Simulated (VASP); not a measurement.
Crystal: Sn.

```
Sn
1.0
     0.00000    3.32732    3.32732
     3.32732    0.00000    3.32732
     3.32732    3.32732    0.00000
Sn
2
Direct
  0.00000 0.00000 0.00000
  0.25000 0.25000 0.25000
```

This isn't the form of Sn at room conditions, which is tetragonal (white tin).

```yaml
Program: VASP 6.6.1
Task: relaxation of cell and atoms
Functional: LDA
Potentials_or_basis: VASP PAW LDA potentials, release 64 (Sn_d)
Cutoff: 600 eV
k_mesh: 12 × 12 × 12
Occupations: gaussian, width 0.1 eV
Spin: no spin polarisation
```

At the start: pressure -3.0 GPa; volume 36.84 Å³/atom.

Task: How do energy, volume and symmetry change on relaxing?

Result: Over 7 steps the energy falls by 29.3 meV/atom and the volume is 33.96 Å³/atom (-7.8 %); space group Fd-3m (No. 227, to 0.1 Å) before and after.

The path:
| step | energy change (eV) | largest force (eV/Å) | pressure (GPa) | volume (Å³) |
| --- | --- | --- | --- | --- |
| 1 | 0.0000 | 0.0000 | -3.03 | 73.67 |
| 2 | -0.0542 | 0.0000 | 0.98 | 66.49 |
| 3 | -0.0586 | 0.0000 | -0.04 | 67.90 |
| 4 | -0.0585 | 0.0000 | 0.08 | 67.79 |
| 5 | -0.0586 | 0.0000 | -0.07 | 67.96 |
| 6 | -0.0586 | 0.0000 | 0.06 | 67.91 |
| 7 | -0.0586 | 0.0000 | -0.01 | 67.93 |

Final structure:
```yaml
crystal:
  lattice:
    - [0.00000, 3.23847, 3.23847]
    - [3.23847, 0.00000, 3.23847]
    - [3.23847, 3.23847, 0.00000]
  atoms:
    - { symbol: Sn, position: [0.00000, 0.00000, 0.00000] }
    - { symbol: Sn, position: [0.25000, 0.25000, 0.25000] }
```
